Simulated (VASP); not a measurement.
# GaSi62 (a cell with a defect) in VASP: further runs, part 2 of 4

VASP 6.6.1. Earlier steps stand in the parts before.

## 3. Single point, LDA, collinear spin, zero start

INCAR reads:

```
SYSTEM = GaSi62
PREC = Accurate
ENCUT = 520
EDIFF = 1E-6
ISMEAR = 0
SIGMA = 0.02
LREAL = Auto
LASPH = .TRUE.
NELM = 150
ALGO = Normal
ISIF = 2
LWAVE = .FALSE.
LCHARG = .TRUE.
ISPIN = 2
MAGMOM = 0 0 0 0 0 0 0 0 0 0 0 0 0 0 0 0 0 0 0 0 0 0 0 0 0 0 0 0 0 0 0 0 0 0 0 0 0 0 0 0 0 0 0 0 0 0 0 0 0 0 0 0 0 0 0 0 0 0 0 0 0 0 0
LORBIT = 11
LELF = .TRUE.
LVHAR = .TRUE.
NBANDS = 172
NELECT = 259.0
```

KPOINTS reads:

```
regular mesh
0
G
  1 1 1
  0 0 0
```

POSCAR reads:

```
GaSi62
1.0
   10.8600000000      0.0000000000      0.0000000000
    0.0000000000     10.8600000000      0.0000000000
    0.0000000000      0.0000000000     10.8600000000
Si Ga
62 1
Direct
    0.5043913444      0.0045512891     -0.0065979742
    0.8725240331      0.3726786372      0.1275681400
    0.7568822284      0.0045853591      0.2458786372
    0.8765715470      0.1244406077      0.3772588398
   -0.0001220994      0.0002613260      0.0012318600
    0.1251545120      0.1244018416      0.1260666667
    0.2503525783      0.2506906998     -0.0002118785
    0.3730525783      0.3767592081      0.1260308471
    0.5001614180      0.4999724678      0.0012251381
    0.6242360037      0.6253027624      0.1260708103
    0.7505354512      0.7505085635     -0.0002135359
    0.8765885820      0.8732138122      0.1260310313
    0.2532151934      0.0015565378      0.2489155617
    0.3795787293      0.1275646409      0.3707624309
    0.5044035912      0.2570641805      0.2459180479
    0.6242843462      0.3767627072      0.3772564457
    0.7491208103      0.5000410681      0.2502117864
    0.8769797422      0.6249991713      0.3755772560
    0.5014089319      0.0015342541      0.4971276243
    0.6242348987      0.1243965009      0.6251675875
    0.7505348987      0.2506927256      0.4999726519
    0.8738102210      0.3739731123      0.6269093002
    0.7491212707      0.0002624309      0.7504334254
    0.8724975138      0.1229208103      0.8778172192
   -0.0032462247      0.4969099448      0.0012238490
    0.1246260589      0.6247720994      0.1255148250
    0.2511992634      0.7513017495      0.0007217311
    0.3795772560      0.8797082873      0.1229073665
   -0.0001276243      0.2492290976      0.2502107735
    0.1248494475      0.3771023941      0.3755727440
    0.2499384899      0.5022246777      0.2504262431
    0.3758153775      0.6272232044      0.3745132597
    0.5014026703      0.7533355433      0.2489355433
    0.6274282689      0.8797096685      0.3707537753
    0.0020787293      0.0000546041      0.5003783610
    0.1246214549      0.1249535912      0.6256985267
    0.2511983425      0.2497482505      0.4991720994
    0.3748032228      0.3771013812      0.6255127072
    0.4999121547      0.5022286372      0.5003992634
    0.6248290055      0.6247222836      0.6257454880
    0.7496132597      0.7512954880      0.4991774401
    0.8769778085      0.8748974217      0.6254745856
    0.2499370166      0.0000395948      0.7482389503
    0.3730370166      0.1244401473      0.8737115101
    0.5001508287      0.2492383057      0.7504946593
    0.6229725599      0.3723481584      0.8781108656
    0.7490586556      0.4968049724      0.7536605893
    0.8737951197      0.6235642726      0.8764983425
    0.0020866483      0.7500895948      0.2504202578
    0.1270806630      0.8759851750      0.3744894107
   -0.0004787293      0.4996514733      0.5013717311
    0.1247805709      0.6249091160      0.6255611418
    0.2504594843      0.7506131676      0.4998651013
    0.3758275322      0.8759588398      0.6232470534
   -0.0032460405      0.2492408840      0.7535712707
    0.1234174954      0.3739738490      0.8764991713
    0.2489948435      0.4996511050      0.7508201657
    0.3748046041      0.6249577348      0.8733702578
    0.4999183241      0.7500686004      0.7482441989
    0.6242836096      0.8732173112      0.8737094843
   -0.0004865562      0.7490932781      0.7508177716
    0.1248481584      0.8748918969      0.8733606814
    0.6380572744      0.1382989871      0.1121585635
```

Potentials or basis: VASP PAW LDA potentials, release 64 (Si, Ga_d).

Started as:

```bash
> cat potpaw_LDA.64/Si/POTCAR potpaw_LDA.64/Ga_d/POTCAR > POTCAR
> mpirun -np 1 vasp_gam > vasp.out
```

OUTCAR:

```text
SYSTEM = GaSi62
   PREC = Accurate
   ENCUT = 520
   EDIFF = 1E-6
   ISMEAR = 0
   LREAL = Auto
   LASPH = .TRUE.
   NELM = 150
   ISIF = 2
   ISPIN = 2
   LORBIT = 11
   NELECT = 259.0

 ion  position               nearest neighbor table
   1  0.504  0.005  0.993-  60 2.33  44 2.33  28 2.38  63 2.42
   2  0.873  0.373  0.128-  17 2.34  29 2.34  25 2.35
   3  0.757  0.005  0.246-  12 2.33   4 2.33  34 2.38  63 2.43
   4  0.877  0.124  0.377-   3 2.33  35 2.34  21 2.35  29 2.35
   5  1.000  0.000  0.001-  24 2.34   6 2.35  12 2.35  62 2.37
   6  0.125  0.124  0.126-  13 2.34   5 2.35  29 2.35   7 2.37
   7  0.250  0.251  1.000-  56 2.34   8 2.35  44 2.35   6 2.37
   8  0.373  0.377  0.126-  15 2.33  31 2.34   7 2.35   9 2.35
[... 41 lines left out ...]
  50  0.127  0.876  0.374-  53 2.35  49 2.35  35 2.35  13 2.37
  51  1.000  0.500  0.501-  30 2.34  18 2.34  52 2.35  22 2.36
  52  0.125  0.625  0.626-  51 2.35  61 2.35  57 2.35  53 2.36
[... 8 lines left out ...]
  61  1.000  0.749  0.751-  62 2.34  42 2.34  52 2.35  48 2.36
  62  0.125  0.875  0.873-  61 2.34  43 2.35  27 2.37   5 2.37
  63  0.638  0.138  0.112-   1 2.42  15 2.42   3 2.43

  LATTYP: Found a simple cubic cell.
 ALAT       =    10.8600000000

  Lattice vectors:

 A1 = (  10.8600000000,   0.0000000000,   0.0000000000)
 A2 = (   0.0000000000,  10.8600000000,   0.0000000000)
 A3 = (   0.0000000000,   0.0000000000,  10.8600000000)

Analysis of symmetry for initial positions (statically):
=====================================================================
 Subroutine PRICEL returns:
 Original cell was already a primitive cell.

 Routine SETGRP: Setting up the symmetry group for a
 simple cubic supercell.

 Subroutine GETGRP returns: Found  1 space group operations
 (whereof  1 operations were pure point group operations)
 out of a pool of 48 trial point group operations.

The static configuration has the point symmetry C_1 .

Analysis of symmetry for dynamics (positions and initial velocities):
=====================================================================
 Subroutine PRICEL returns:
 Original cell was already a primitive cell.

 Routine SETGRP: Setting up the symmetry group for a
 simple cubic supercell.

 Subroutine GETGRP returns: Found  1 space group operations
 (whereof  1 operations were pure point group operations)
 out of a pool of 48 trial point group operations.

The dynamic configuration has the point symmetry C_1 .

Analysis of structural, dynamic, and magnetic symmetry:
=====================================================================
 Subroutine PRICEL returns:
 Original cell was already a primitive cell.

 Routine SETGRP: Setting up the symmetry group for a
 simple cubic supercell.

 Subroutine GETGRP returns: Found  1 space group operations
 (whereof  1 operations were pure point group operations)
 out of a pool of 48 trial point group operations.

The overall configuration has the point symmetry C_1 .

 Subroutine INISYM returns: Found  1 space group operations
 (whereof  1 operations are pure point group operations),
 and found     1 'primitive' translations

----------------------------------------------------------------------------------------

                                     Primitive cell

  volume of cell :    1280.8241

  direct lattice vectors                    reciprocal lattice vectors
    10.860000000  0.000000000  0.000000000     0.092081031  0.000000000  0.000000000
[... 201 lines left out ...]
   IALGO  =     38    algorithm
   IMIX   =      4    mixing-type and parameters
     AMIX     =   0.40;   BMIX     =  1.00
     AMIX_MAG =   1.60;   BMIX_MAG =  1.00
  volume/ion in A,a.u.               =      20.33       137.20
  Fermi-wavevector in a.u.,A,eV,Ry     =   0.960900  1.815838 12.562655  0.923329
  Thomas-Fermi vector in A             =   2.090225
   LORBIT       =     11    0 simple, 1 ext, 2 COOP (PROOUT), +10 PAW based schemes
   GGA     = CA    functional components
   LHFCALC =     F    Hartree Fock is set to
   AEXX    =    0.0000 exact exchange contribution
   IVDW    =     0    specifies the selected vdW correction
   LEPSILON=     F    determine dielectric tensor
   LRPA    =     F    only Hartree local field effects (RPA)
 spin polarized calculation
 Gauss-broadening in eV      SIGMA  =   0.02
  energy-cutoff  :      520.00
  volume of cell :     1280.82
 maximum number of plane-waves:     17229
 NGX is ok and might be reduce to    84
   NGX = 41   NGY = 41   NGZ = 41

 number of electron     258.9999988 magnetization      -0.0005020

 number of electron     258.9999987 magnetization       0.0012357

 Free energy of the ion-electron system (eV)
  ---------------------------------------------------
  ext. energy  EPLUGINS =         0.00000000
  ---------------------------------------------------
  free energy    TOTEN  =      -375.21385764 eV

  energy without entropy =     -375.20257390  energy(sigma->0) =     -375.20821577

 E-fermi :   5.4490     XC(G=0):  -9.5296

 val. band max:        5.4489570180   @ k =   0.0000   0.0000   0.0000
 cond. band min:       5.4490380767   @ k =   0.0000   0.0000   0.0000
 fundamental gap:      0.0000810588
 Fermi energy:         5.4489975473

 spin component 1

 k-point     1 :       0.0000    0.0000    0.0000
  band No.  band energies     occupation
      1      -9.1234      1.00000
      2      -9.1233      1.00000
      3      -9.1214      1.00000
      4      -9.0307      1.00000
      5      -9.0306      1.00000
      6      -6.2790      1.00000
[... 133 lines left out ...]
    140       6.7356      0.00000
    141       6.7367      0.00000
 Fermi energy:         5.4489975473

 spin component 2

 k-point     1 :       0.0000    0.0000    0.0000
  band No.  band energies     occupation
      1      -9.1234      1.00000
      2      -9.1233      1.00000
      3      -9.1213      1.00000
      4      -9.0307      1.00000
      5      -9.0306      1.00000
      6      -6.2790      1.00000
[... 133 lines left out ...]
    140       6.7356      0.00000
    141       6.7368      0.00000
 [bands above 141 left out]

------------------------ aborting loop because EDIFF is reached ----------------------------------------

  FORCE on cell =-STRESS in cart. coord.  units (eV):
  Direction    XX          YY          ZZ          XY          YZ          ZX
  --------------------------------------------------------------------------------------
  -------------------------------------------------------------------------------------
  Total      -29.5213576    -29.5501449    -29.5501486     -3.9347806      4.0008173      3.9429556
  in kB      -36.9281399    -36.9641497    -36.9641544     -4.9220002      5.0046053      4.9322262
  external PRESSURE =     -36.9521480 kB  Pullay stress =       0.0000000 kB

 VOLUME and BASIS-vectors are now :
 -----------------------------------------------------------------------------
  energy-cutoff  :      520.00
  volume of cell :     1280.82
      direct lattice vectors                 reciprocal lattice vectors
    10.860000000  0.000000000  0.000000000     0.092081031  0.000000000  0.000000000
     0.000000000 10.860000000  0.000000000     0.000000000  0.092081031  0.000000000
     0.000000000  0.000000000 10.860000000     0.000000000  0.000000000  0.092081031

 POSITION                                       TOTAL-FORCE (eV/Angst)
 -----------------------------------------------------------------------------------
      5.47769      0.04943     10.78835        -0.033427     -0.032590     -0.015721
      9.47561      4.04729      1.38539         0.023882      0.023628     -0.019256
      8.21974      0.04980      2.67024         0.015193     -0.033606      0.032730
      9.51957      1.35142      4.09703         0.007542      0.004096      0.001752
     10.85867      0.00284      0.01338         0.002338      0.003291     -0.000530
      1.35918      1.35100      1.36908         0.005383     -0.000631      0.002154
[... 55 lines left out ...]
      1.35585      9.50133      9.48470         0.002596      0.009051     -0.002218
      6.92930      1.50193      1.21804        -0.139618     -0.141802      0.141198
 -----------------------------------------------------------------------------------
    total drift:                               -0.005633     -0.006010      0.003948

  FREE ENERGIE OF THE ION-ELECTRON SYSTEM (eV)
  ---------------------------------------------------
  free  energy   TOTEN  =      -375.2138576441 eV

  energy  without entropy=     -375.2025738988  energy(sigma->0) =     -375.20821577

 total charge

# of ion       s       p       d       tot
------------------------------------------
    1        0.756   0.940   0.000   1.696
    2        0.787   0.852   0.000   1.639
    3        0.756   0.940   0.000   1.696
    4        0.747   0.961   0.000   1.708
    5        0.750   0.944   0.000   1.694
    6        0.747   0.954   0.000   1.701
[... 55 lines left out ...]
   62        0.752   0.939   0.000   1.691
   63        0.933   0.752   9.951  11.635
--------------------------------------------------
tot         47.476  59.307   9.951 116.733

 magnetization (x)

# of ion       s       p       d       tot
------------------------------------------
    1        0.000   0.000   0.000   0.000
    2        0.000   0.000   0.000   0.000
    3        0.000   0.000   0.000   0.000
    4        0.000   0.000   0.000   0.000
    5        0.000   0.000   0.000   0.000
    6        0.000   0.000   0.000   0.000
[... 55 lines left out ...]
   62        0.000   0.000   0.000   0.000
   63        0.000   0.000   0.000   0.000
--------------------------------------------------
tot          0.000   0.001   0.000   0.001
```

Wall time 14 min (1 thread of Intel Xeon Platinum 8259CL at 2.50GHz (Skylake/Cascade Lake), shared host); peak memory 0.88 GiB.

Results:

```yaml
Free_energy: -375.2139 eV
Largest_force: 0.244 eV/Å
Net_moment: 0.00 μB per cell
Valence_electrons_inside_the_program's_atomic_spheres: Si 1.70, 1.64, 1.71, 1.69 (each value once); Ga 11.63
```

Forces in eV/Å, atoms in the order of the input:
```
Si  -0.033 -0.033 -0.016
Si   0.024  0.024 -0.019
Si   0.015 -0.034  0.033
Si   0.008  0.004  0.002
Si   0.002  0.003 -0.001
Si   0.005 -0.001  0.002
Si   0.001  0.003  0.000
Si  -0.001  0.006 -0.004
Si   0.004  0.001  0.000
Si   0.001  0.005  0.001
Si   0.000  0.002 -0.001
Si   0.008 -0.003 -0.004
Si   0.000  0.000 -0.001
Si  -0.015 -0.004  0.015
Si  -0.033  0.015  0.032
Si   0.006  0.007  0.002
Si  -0.004  0.003 -0.001
Si   0.003  0.002 -0.009
Si   0.000  0.001 -0.001
Si   0.000  0.000 -0.002
Si  -0.001  0.002 -0.001
Si   0.005  0.005 -0.009
Si  -0.004  0.003 -0.003
Si   0.024  0.019 -0.024
Si   0.014  0.015 -0.008
Si   0.005  0.005 -0.005
Si  -0.004 -0.004 -0.001
Si  -0.014 -0.015  0.004
Si   0.002 -0.003 -0.001
Si   0.002  0.001 -0.009
Si   0.001  0.001 -0.004
Si   0.003 -0.001 -0.003
Si   0.001  0.001 -0.001
Si  -0.004 -0.014  0.015
Si   0.000  0.006 -0.001
Si   0.005  0.004 -0.005
Si  -0.002  0.001  0.003
Si   0.008  0.001 -0.002
Si   0.005  0.001  0.000
Si   0.004  0.004 -0.005
Si  -0.002 -0.003  0.002
Si   0.002  0.008 -0.002
Si   0.001  0.005 -0.001
Si  -0.002  0.004 -0.007
Si   0.004 -0.003 -0.001
Si   0.016  0.028 -0.028
Si   0.008  0.014 -0.013
Si   0.006  0.008 -0.004
Si   0.000  0.001 -0.005
Si   0.000  0.003 -0.002
Si   0.003  0.004 -0.008
Si   0.002  0.002 -0.003
Si   0.001  0.004 -0.002
Si   0.003  0.003  0.000
Si   0.015  0.009 -0.014
Si   0.009  0.005 -0.004
Si   0.007  0.003 -0.004
Si   0.009  0.003 -0.003
Si   0.006  0.000 -0.001
Si   0.005 -0.004 -0.007
Si   0.003  0.007 -0.004
Si   0.003  0.009 -0.002
Ga  -0.140 -0.142  0.141
```

Levels at points of the mesh, in eV from the Fermi level:
Spin up:
```csv
k point,band 127,band 128,band 129,band 130,band 131,band 132
"(0.00, 0.00, 0.00)",-0.68,-0.13,-0.13,0.00,0.75,0.75
```
Spin down:
```tsv
k point	band 127	band 128	band 129	band 130	band 131	band 132
(0.00, 0.00, 0.00)	-0.68	-0.13	-0.13	0.00	0.75	0.75
```

Caveat: the k points lie up to 0.58 Å⁻¹ apart; the cell carries a net charge on a neutralising background, which shifts energy and pressure; the cell is charged against a uniform background, so pressure and absolute levels hang on convention.

(Continued in part 3 of 4.)
